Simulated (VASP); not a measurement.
Al2Ru:

```xyz
3
Lattice="-1.5604 1.5604 4.2218 1.5604 -1.5604 4.2218 1.5604 1.5604 -4.2218" Properties=species:S:1:pos:R:3 pbc="T T T"
Al    0.0000    0.0000    5.5660
Al    0.0000    0.0000    2.8776
Ru    0.0000    0.0000    0.0000
```

Base run:

```yaml
Program: VASP 6.6.1
Functional: PBEsol
Potentials_or_basis: VASP PAW PBE potentials, release 64 (Al, Ru_pv)
Cutoff: 520 eV
k_mesh: 8 × 8 × 8
Occupations: gaussian, width 0.1 eV
Spin: no spin polarisation
```

Its results: band gap on the k mesh zero (band 10 reaches 10.67 eV, above the bottom of band 11 at 10.55 eV); pressure -0.3 GPa; largest force 0.062 eV/Å.

The run is repeated on the same cell with these changes: k mesh from 8 × 8 × 8 to 1 × 1 × 1. What comes out?

Band gap on the k mesh 1.33 eV; pressure 8.0 GPa; largest force 3.069 eV/Å.

Caveats: some runs use coarse meshes; the PAW data sets were made with another functional, which shifts forces and pressure a little.

A k mesh can miss the band edges.
